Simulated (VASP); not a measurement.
# Al2O3 (R-3c) in VASP: single point with PBEsol

Aim: the single point of Al2O3 with PBEsol.

Program: VASP 6.6.1. These are calculated values, not measurements. Logs are shortened: lines on timing, memory, paths and dates and some standing lists are left out, and cuts for length are marked.

## Step 1: The cell of the first run

Symmetry: R-3c, No. 167, trigonal system. The conventional cell has a = 4.774 Å, b = 4.774 Å, c = 13.014 Å, α = 90.00°, β = 90.00°, γ = 120.00°. Within 2.5 Å of Al (site symmetry 3) lie 6 O at 1.86 to 1.97 Å. O (site symmetry 2) has 4 Al at 1.86 to 1.97 Å within 2.5 Å.

## Step 2: Single point, PBEsol

The input, INCAR:

```
PREC = Accurate ; ENCUT = 520
EDIFF = 1E-7 ; ISMEAR = -1
SIGMA = 0.05 ; LREAL = Auto
LASPH = T ; NELM = 80
ALGO = Normal ; ISIF = 2
LWAVE = F ; LCHARG = F
GGA = PS ; NBANDS = 354
```

The input, KPOINTS:

```
regular mesh
0
Gamma
  1 1 1
```

The input, POSCAR:

```
Al2O3
1.0
    9.5478620000      0.0000000000      0.0000000000
   -4.7739310000      8.2686910000      0.0000000000
    0.0000000000      0.0000000000     13.0135760000
Al O
48 72
Direct
    0.3333330000      0.1666670000      0.1853960000
    0.3333330000      0.6666670000      0.1853960000
    0.8333330000      0.1666670000      0.1853960000
    0.8333330000      0.6666670000      0.1853960000
    0.1666670000      0.3333330000      0.0187290000
    0.1666670000      0.8333330000      0.0187290000
[... 112 lines left out ...]
    0.6666670000      0.4862600000      0.9166670000
    0.6666670000      0.9862600000      0.9166670000
```

Potentials or basis: VASP PAW PBE potentials, release 64 (Al, O).

The run is started by

```console
> cat potpaw_PBE.64/Al/POTCAR potpaw_PBE.64/O/POTCAR > POTCAR
> mpirun -np 1 vasp_gam > vasp.out
```

OUTCAR:

```text
PREC = Accurate
   ENCUT = 520
   EDIFF = 1E-7
   ISMEAR = -1
   LREAL = Auto
   LASPH = T
   NELM = 80
   ISIF = 2
   GGA = PS

 ion  position               nearest neighbor table
   1  0.333  0.167  0.185-  61 1.86  49 1.86  59 1.86  89 1.97  65 1.97  53 1.97  41 2.66  24 2.80
                            21 2.80  23 2.80   9 3.23  10 3.23  11 3.23
   2  0.333  0.667  0.185-  62 1.86  50 1.86  60 1.86  54 1.97  90 1.97  66 1.97  42 2.66  23 2.80
                            22 2.80  24 2.80  10 3.23   9 3.23  12 3.23
   3  0.833  0.167  0.185-  63 1.86  51 1.86  57 1.86  91 1.97  67 1.97  55 1.97  43 2.66  22 2.80
                            23 2.80  21 2.80  11 3.23  12 3.23   9 3.23
   4  0.833  0.667  0.185-  64 1.86  52 1.86  58 1.86  56 1.97  92 1.97  68 1.97  44 2.66  21 2.80
                            24 2.80  22 2.80  12 3.23  11 3.23  10 3.23
   5  0.167  0.333  0.019-  65 1.86  54 1.86  91 1.86 117 1.97 105 1.97  81 1.97  45 2.66  41 2.80
                            42 2.80  43 2.80  21 3.23  24 3.23  22 3.23
   6  0.167  0.833  0.019-  66 1.86  53 1.86  92 1.86 118 1.97 106 1.97  82 1.97  46 2.66  42 2.80
                            41 2.80  44 2.80  22 3.23  23 3.23  21 3.23
   7  0.667  0.333  0.019-  67 1.86  56 1.86  89 1.86 119 1.97  83 1.97 107 1.97  47 2.66  43 2.80
                            44 2.80  41 2.80  23 3.23  22 3.23  24 3.23
   8  0.667  0.833  0.019-  68 1.86  55 1.86  90 1.86 120 1.97  84 1.97 108 1.97  48 2.66  44 2.80
                            43 2.80  42 2.80  24 3.23  21 3.23  23 3.23
   9  0.167  0.333  0.315-  61 1.86  57 1.86  50 1.86 101 1.97  73 1.97  77 1.97  13 2.66  17 2.80
[... 149 lines left out ...]
 119  0.667  0.486  0.917-  44 1.86  32 1.86   7 1.97  47 1.97
 120  0.667  0.986  0.917-  43 1.86  31 1.86   8 1.97  48 1.97

  LATTYP: Found a hexagonal cell.
 ALAT       =     9.5478620000
 C/A-ratio  =     1.3629832522

  Lattice vectors:

 A1 = (   9.5478620000,   0.0000000000,   0.0000000000)
 A2 = (  -4.7739310000,   8.2686910000,   0.0000000000)
 A3 = (   0.0000000000,   0.0000000000,  13.0135760000)

Analysis of symmetry for initial positions (statically):
=====================================================================
 Subroutine PRICEL returns following result:

  LATTYP: Found a trigonal (rhomboedric) cell.
 ALAT       =     5.1394483340
 COS(alpha) =     0.5685874205

  Lattice vectors:

 A1 = (   2.3869750479,   1.3781096542,   4.3378673424)
 A2 = (  -2.3869702739,   1.3781179229,   4.3378543288)
 A3 = (  -0.0000047739,  -2.7562275771,   4.3378543288)

  12 primitive cells build up your supercell.

 Routine SETGRP: Setting up the symmetry group for a
 hexagonal supercell.

 Subroutine GETGRP returns: Found 12 space group operations
 (whereof  6 operations were pure point group operations)
 out of a pool of 24 trial point group operations.

The static configuration has the point symmetry S_6 .
 The point group associated with its full space group is D_3d.

Analysis of symmetry for dynamics (positions and initial velocities):
=====================================================================
 Subroutine PRICEL returns following result:

  LATTYP: Found a trigonal (rhomboedric) cell.
 ALAT       =     5.1394483340
 COS(alpha) =     0.5685874205

  Lattice vectors:

 A1 = (   2.3869750479,   1.3781096542,   4.3378673424)
 A2 = (  -2.3869702739,   1.3781179229,   4.3378543288)
 A3 = (  -0.0000047739,  -2.7562275771,   4.3378543288)

  12 primitive cells build up your supercell.

 Routine SETGRP: Setting up the symmetry group for a
 hexagonal supercell.

 Subroutine GETGRP returns: Found 12 space group operations
 (whereof  6 operations were pure point group operations)
 out of a pool of 24 trial point group operations.

The dynamic configuration has the point symmetry S_6 .
 The point group associated with its full space group is D_3d.

 Subroutine INISYM returns: Found 12 space group operations
 (whereof  6 operations are pure point group operations),
 and found    12 'primitive' translations

----------------------------------------------------------------------------------------

                                     Primitive cell
[... 19 lines left out ...]
     0.944143918  0.250002082  0.555851918
     0.444143918  0.055856082  0.749997918
     0.055850082  0.750003918  0.444142082

  ion indices of the primitive-cell ions
   primitive index   ion index
                 1           1
                 2           5
                 3          41
                 4          23
                 5          49
                 6          53
                 7          59
                 8          61
                 9          65
                10          89

----------------------------------------------------------------------------------------

 KPOINTS: regular mesh

Automatic generation of k-mesh.
 Grid dimensions read from file:
 generate k-points for:    1    1    1

 Generating k-lattice:

  Cartesian coordinates                     Fractional coordinates (reciprocal lattice)
     0.104735489  0.060469063  0.000000000     1.000000000 -0.000000000  0.000000000
     0.000000000  0.120938127  0.000000000     0.000000000  1.000000000  0.000000000
     0.000000000  0.000000000  0.076842829     0.000000000  0.000000000  1.000000000

  Length of vectors
     0.120938126  0.120938127  0.076842829

  Shift w.r.t. Gamma in fractional coordinates (k-lattice)
     0.000000000  0.000000000  0.000000000

 Subroutine IBZKPT returns following result:
 ===========================================

 Found      1 irreducible k-points:

 Following reciprocal coordinates:
            Coordinates               Weight
  0.000000  0.000000  0.000000      1.000000
   k-points           NKPTS =      1   k-points in BZ     NKDIM =      1   number of bands    NBANDS=    354
   number of dos      NEDOS =    301   number of ions     NIONS =    120
   total plane-waves  NPLWV = 508032
   dimension x,y,z NGX =    72 NGY =   72 NGZ =   98
   dimension x,y,z NGXF=   144 NGYF=  144 NGZF=  196
   ions per type =              48  72
   NGX,Y,Z   is equivalent  to a cutoff of  12.54, 12.54, 12.52 a.u.
   NGXF,Y,Z  is equivalent  to a cutoff of  25.07, 25.07, 25.04 a.u.
 SYSTEM =  unknown system
   PREC   = accura    normal or accurate (medium, high low for compatibility)
   ISTART =      0    job   : 0-new  1-cont  2-samecut
   ICHARG =      2    charge: 1-file 2-atom 10-const
   ISPIN  =      1    spin polarized calculation?
   LNONCOLLINEAR =      F non collinear calculations
   LSORBIT =      F    spin-orbit coupling
   LASPH  =      T    aspherical Exc in radial PAW
   ENCUT  =  520.0 eV  38.22 Ry    6.18 a.u.  17.75 17.75 24.20*2*pi/ulx,y,z
   NELM   =     80;   NELMIN=  2; NELMDL= -5     # of ELM steps
   EDIFF  = 0.1E-06   stopping-criterion for ELM
   LREAL  =      T    real-space projection
   EDIFFG = 0.1E-05   stopping-criterion for IOM
   NSW    =      0    number of steps for IOM
   IBRION =     -1    ionic relax: 0-MD 1-quasi-New 2-CG
   NFREE  =      0    steps in history (QN), initial steepest desc. (CG)
   ISIF   =      2    stress and relaxation
   ISYM   =      2    0-nonsym 1-usesym 2-fastsym
   POTIM  = 0.5000    time-step for ionic-motion
   TEBEG  =    0.0;   TEEND  =   0.0 temperature during run
   PSTRESS=    0.0 pullay stress
   NELECT =     576.0000    total number of electrons
   NUPDOWN=      -1.0000    fix difference up-down
   EMIN   =  10.00;   EMAX   =-10.00  energy-range for DOS
   EFERMI =   0.00;   METHOD = LEGACY
   ISMEAR =    -1;   SIGMA  =   0.05  broadening in eV -4-tet -1-fermi 0-gaus
   EFERMI_NEDOS =   21; number of points for ismear=-14 and -15
   IALGO  =     38    algorithm
   IMIX   =      4    mixing-type and parameters
     AMIX     =   0.40;   BMIX     =  1.00
     AMIX_MAG =   1.60;   BMIX_MAG =  1.00
  volume/ion in A,a.u.               =       8.56        57.78
  Fermi-wavevector in a.u.,A,eV,Ry     =   1.349903  2.550946 24.793045  1.822237
  Thomas-Fermi vector in A             =   2.477451
   LORBIT       =      0    0 simple, 1 ext, 2 COOP (PROOUT), +10 PAW based schemes
   GGA     = PS    functional components
   LHFCALC =     F    Hartree Fock is set to
   AEXX    =    0.0000 exact exchange contribution
   IVDW    =     0    specifies the selected vdW correction
   LEPSILON=     F    determine dielectric tensor
   LRPA    =     F    only Hartree local field effects (RPA)
 non-spin polarized calculation
  energy-cutoff  :      520.00
  volume of cell :     1027.40
 maximum number of plane-waves:     13780
 NGX is ok and might be reduce to    70
   NGX = 35   NGY = 35   NGZ = 49

 number of electron     575.9999846 magnetization

 Free energy of the ion-electron system (eV)
  ---------------------------------------------------
  ext. energy  EPLUGINS =         0.00000000
  ---------------------------------------------------
  free energy    TOTEN  =      -943.50979558 eV

  energy without entropy =     -943.50979558  energy(sigma->0) =     -943.50979558

 E-fermi :   7.2405     XC(G=0): -11.9047

 val. band max:        5.9574693071   @ k =   0.0000   0.0000   0.0000
 cond. band min:      11.9944824967   @ k =   0.0000   0.0000   0.0000
 fundamental gap:      6.0370131896
 Fermi energy:         7.2405058517

 k-point     1 :       0.0000    0.0000    0.0000
  band No.  band energies     occupation
      1     -13.1953      2.00000
      2     -12.7220      2.00000
      3     -12.7219      2.00000
      4     -12.1469      2.00000
      5     -12.1468      2.00000
      6     -12.1468      2.00000
[... 292 lines left out ...]
    299      14.9979      0.00000
    300      14.9979      0.00000
 [bands above 300 left out]

------------------------ aborting loop because EDIFF is reached ----------------------------------------

  FORCE on cell =-STRESS in cart. coord.  units (eV):
  Direction    XX          YY          ZZ          XY          YZ          ZX
  --------------------------------------------------------------------------------------
  -------------------------------------------------------------------------------------
  Total        0.9506069      0.9506069     -1.0379085      0.0000000      0.0000000     -0.0000000
  in kB        1.4824226      1.4824226     -1.6185649      0.0000000      0.0000000     -0.0000000
  external PRESSURE =       0.4487601 kB  Pullay stress =       0.0000000 kB

 VOLUME and BASIS-vectors are now :
 -----------------------------------------------------------------------------
  energy-cutoff  :      520.00
  volume of cell :     1027.40
      direct lattice vectors                 reciprocal lattice vectors
     9.547862000  0.000000000  0.000000000     0.104735489  0.060469063  0.000000000
    -4.773931000  8.268691000  0.000000000     0.000000000  0.120938127  0.000000000
     0.000000000  0.000000000 13.013576000     0.000000000  0.000000000  0.076842829

 POSITION                                       TOTAL-FORCE (eV/Angst)
 -----------------------------------------------------------------------------------
      2.38696      1.37812      2.41266        -0.000000     -0.000000      0.005423
     -0.00000      5.51246      2.41266        -0.000000     -0.000000      0.005423
      7.16089      1.37812      2.41266        -0.000000     -0.000000      0.005423
      4.77393      5.51246      2.41266        -0.000000     -0.000000      0.005423
      0.00000      2.75623      0.24373        -0.000000     -0.000000      0.005423
     -2.38696      6.89057      0.24373        -0.000000     -0.000000      0.005423
[... 112 lines left out ...]
      4.04387      4.02073     11.92912        -0.001233      0.002136      0.000000
      1.65691      8.15508     11.92912        -0.001233      0.002136      0.000000
 -----------------------------------------------------------------------------------
    total drift:                                0.022373      0.038751      0.000000

  FREE ENERGIE OF THE ION-ELECTRON SYSTEM (eV)
  ---------------------------------------------------
  free  energy   TOTEN  =      -943.5097955830 eV

  energy  without entropy=     -943.5097955829  energy(sigma->0) =     -943.50979558
```

Wall time 9.3 min (1 thread of Intel Xeon Platinum 8488C (Sapphire Rapids), shared host); peak memory 0.93 GiB.

Results:

| Property | Result |
| --- | --- |
| Free energy | -943.5098 eV |
| Pressure | 0.0 GPa |
| Largest force | 0.005 eV/Å |
| Band gap on the k mesh | 6.04 eV |

Forces in eV/Å, atoms in the order of the input:
```
Al   0.000  0.000  0.005
Al   0.000  0.000  0.005
Al   0.000  0.000  0.005
Al   0.000  0.000  0.005
Al   0.000  0.000  0.005
Al   0.000  0.000  0.005
Al   0.000  0.000  0.005
Al   0.000  0.000  0.005
Al   0.000  0.000 -0.005
Al   0.000  0.000 -0.005
Al   0.000  0.000 -0.005
Al   0.000  0.000 -0.005
Al   0.000  0.000  0.005
Al   0.000  0.000  0.005
Al   0.000  0.000  0.005
Al   0.000  0.000  0.005
Al   0.000  0.000  0.005
Al   0.000  0.000  0.005
Al   0.000  0.000  0.005
Al   0.000  0.000  0.005
Al   0.000  0.000 -0.005
Al   0.000  0.000 -0.005
Al   0.000  0.000 -0.005
Al   0.000  0.000 -0.005
Al   0.000  0.000 -0.005
Al   0.000  0.000 -0.005
Al   0.000  0.000 -0.005
Al   0.000  0.000 -0.005
Al   0.000  0.000  0.005
Al   0.000  0.000  0.005
Al   0.000  0.000  0.005
Al   0.000  0.000  0.005
Al   0.000  0.000  0.005
Al   0.000  0.000  0.005
Al   0.000  0.000  0.005
Al   0.000  0.000  0.005
Al   0.000  0.000 -0.005
Al   0.000  0.000 -0.005
Al   0.000  0.000 -0.005
Al   0.000  0.000 -0.005
Al   0.000  0.000 -0.005
Al   0.000  0.000 -0.005
Al   0.000  0.000 -0.005
Al   0.000  0.000 -0.005
Al   0.000  0.000 -0.005
Al   0.000  0.000 -0.005
Al   0.000  0.000 -0.005
Al   0.000  0.000 -0.005
O    0.002  0.000  0.000
O    0.002  0.000  0.000
O    0.002  0.000  0.000
O    0.002  0.000  0.000
O    0.001 -0.002  0.000
O    0.001 -0.002  0.000
O    0.001 -0.002  0.000
O    0.001 -0.002  0.000
O   -0.001  0.002  0.000
O   -0.001  0.002  0.000
O   -0.001  0.002  0.000
O   -0.001  0.002  0.000
O   -0.001 -0.002  0.000
O   -0.001 -0.002  0.000
O   -0.001 -0.002  0.000
O   -0.001 -0.002  0.000
O   -0.002  0.000  0.000
O   -0.002  0.000  0.000
O   -0.002  0.000  0.000
O   -0.002  0.000  0.000
O   -0.001 -0.002  0.000
O   -0.001 -0.002  0.000
O   -0.001 -0.002  0.000
O   -0.001 -0.002  0.000
O    0.001 -0.002  0.000
O    0.001 -0.002  0.000
O    0.001 -0.002  0.000
O    0.001 -0.002  0.000
O   -0.002  0.000  0.000
O   -0.002  0.000  0.000
O   -0.002  0.000  0.000
O   -0.002  0.000  0.000
O   -0.001 -0.002  0.000
O   -0.001 -0.002  0.000
O   -0.001 -0.002  0.000
O   -0.001 -0.002  0.000
O    0.001 -0.002  0.000
O    0.001 -0.002  0.000
O    0.001 -0.002  0.000
O    0.001 -0.002  0.000
O    0.001  0.002  0.000
O    0.001  0.002  0.000
O    0.001  0.002  0.000
O    0.001  0.002  0.000
O    0.002  0.000  0.000
O    0.002  0.000  0.000
O    0.002  0.000  0.000
O    0.002  0.000  0.000
O   -0.001  0.002  0.000
O   -0.001  0.002  0.000
O   -0.001  0.002  0.000
O   -0.001  0.002  0.000
O    0.001  0.002  0.000
O    0.001  0.002  0.000
O    0.001  0.002  0.000
O    0.001  0.002  0.000
O    0.002  0.000  0.000
O    0.002  0.000  0.000
O    0.002  0.000  0.000
O    0.002  0.000  0.000
O   -0.002  0.000  0.000
O   -0.002  0.000  0.000
O   -0.002  0.000  0.000
O   -0.002  0.000  0.000
O    0.001  0.002  0.000
O    0.001  0.002  0.000
O    0.001  0.002  0.000
O    0.001  0.002  0.000
O   -0.001  0.002  0.000
O   -0.001  0.002  0.000
O   -0.001  0.002  0.000
O   -0.001  0.002  0.000
```

Stress tensor (GPa, compression positive):
```
 0.15  0.00  0.00
 0.00  0.15  0.00
 0.00  0.00 -0.16
```

Caveat: the k points lie up to 0.76 Å⁻¹ apart; the PAW data sets were made with another functional, which shifts forces and pressure a little. PBEsol gaps usually lie below the measured ones, often by a third to a half.
